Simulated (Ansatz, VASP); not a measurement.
SrO: VASP beside Ansatz

```
Sr O
1.0
    -0.02570    2.55695    2.55695
     2.55695   -0.02570    2.55695
     2.55695    2.55695   -0.02570
Sr O
1 1
Direct
  0.00000 0.00000 0.00000
  0.50000 0.50000 0.50000
```

Change from the starting cell: equal xy, yz and zx shear strains of -1 %.

Alike in both runs: task single point; functional PBE; k mesh 8 × 8 × 8; occupations fermi-dirac, width 0.02 eV; no spin polarisation.

```csv
,VASP,Ansatz
version,VASP 6.6.1,Ansatz 0.2.0
potentials or method,"VASP PAW PBE potentials, release 64 (Sr_sv, O), cutoff 520 eV","all-electron LAPW, scalar-relativistic"
```

VASP gave:

| Quantity | Value |
| --- | --- |
| gap on the k mesh at the Fermi level (eV) | 3.24 |
| pressure (GPa) | 3.5 |
| traceless stress, the component that is largest in VASP (GPa) | 0.53 |

**Question.** Which values does Ansatz return?

**Answer.** gap on the k mesh at the Fermi level (eV): 3.29; pressure (GPa): 2.9; traceless stress, the component that is largest in VASP (GPa): 0.53.

Ansatz ran all-electron here, and VASP with PAW potentials.
